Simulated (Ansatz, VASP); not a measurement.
Ti3O4: VASP beside Ansatz

```xyz
7
Lattice="2.9128 -4.0304 0.0000 2.9128 4.0304 0.0000 0.0000 0.0000 2.9690" Properties=species:S:1:pos:R:3 pbc="T T T"
Ti    0.0000    0.0000    1.4845
Ti    1.4564   -2.0152    0.0000
Ti    1.4564    2.0152    0.0000
O     4.4437    0.0000    0.0000
O     2.9128    1.9436    1.4845
O     1.3819    0.0000    0.0000
O     2.9128   -1.9436    1.4845
```

Alike in both runs: functional PBEsol; k mesh 8 × 8 × 12; occupations gaussian, width 0.1 eV; no spin polarisation.

Ansatz relaxed the structure, and its values are those at the end. VASP's run is a single point on that final structure, the one shown.

|  | VASP | Ansatz |
| --- | --- | --- |
| version | VASP 6.6.1 | Ansatz 0.2.0 |
| potentials or method | VASP PAW PBE potentials, release 64 (Ti_sv, O), cutoff 520 eV | scalar-relativistic, plane waves, PAW |
| valence electrons in the cell | 60 | 60 |

```csv
,VASP,Ansatz,Ansatz less VASP
gap on the k mesh at the Fermi level (eV),none,none,-
pressure (GPa),0.8,0.0,-0.76
rms of the force components (eV/Å),0.011,0.000,-0.0112
```

VASP's potentials were made for PBE, not for PBEsol. A gap of «none» marks a metal or a gap that the smearing closes. With one functional, cell and mesh, what is left measures potentials, basis and numerics.
